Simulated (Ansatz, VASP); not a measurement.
**Two plane-wave programs on P**

File INCAR:

```
SYSTEM = P
PREC = Accurate
ENCUT = 520
EDIFF = 1E-6
ISMEAR = -1
SIGMA = 0.1
LREAL = .FALSE.
LASPH = .TRUE.
NELM = 100
ALGO = Normal
ISIF = 2
LWAVE = .FALSE.
LCHARG = .FALSE.
GGA = PS
NBANDS = 8
```

File KPOINTS:

```
regular mesh
0
G
  16 16 16
  0 0 0
```

File POSCAR:

```
P
1.0
   -1.4866684265      1.4866684265      1.4866684265
    1.4866684265     -1.4866684265      1.4866684265
    1.4866684265      1.4866684265     -1.4866684265
P
1
Direct
    0.0000000000      0.0000000000      0.0000000000
```

Input for Ansatz:

```yaml
crystal:
  lattice:
    - [-1.4866684265, 1.4866684265, 1.4866684265]
    - [1.4866684265, -1.4866684265, 1.4866684265]
    - [1.4866684265, 1.4866684265, -1.4866684265]
  atoms:
    - { symbol: P, position: [0.0, 0.0, 0.0] }
hamiltonian:
  xc: pbesol
  pseudopotentials:
    kind: paw
    azcp:
      P: "pseudopotentials/P.paw.azcp"
basis:
  ecutwfc: 420
  fft_grid_basis: typed
kpoints:
  mp_grid: { grid: [16, 16, 16], shift: [0, 0, 0] }
magnetization:
  spin_polarized: false
scf:
  occupations: { method: fermi_dirac, width: 0.1 }
  lower_state_search: "off"
output:
  stress: true
```

Alike in both runs: task single point; functional PBEsol; k mesh 16 × 16 × 16; occupations fermi-dirac, width 0.1 eV; no spin polarisation.

```csv
,VASP,Ansatz
version,VASP 6.6.1,Ansatz 0.2.0
potentials or method,"VASP PAW PBE potentials, release 64 (P), cutoff 520 eV","plane waves (420 eV) with PAW, scalar-relativistic"
valence electrons in the cell,5,5
```

|  | VASP | Ansatz | Ansatz less VASP |
| --- | --- | --- | --- |
| pressure (GPa) | 4.7 | 4.6 | -0.13 |

VASP's potentials were made for PBE, not for PBEsol, and Ansatz warns of the same on its side.
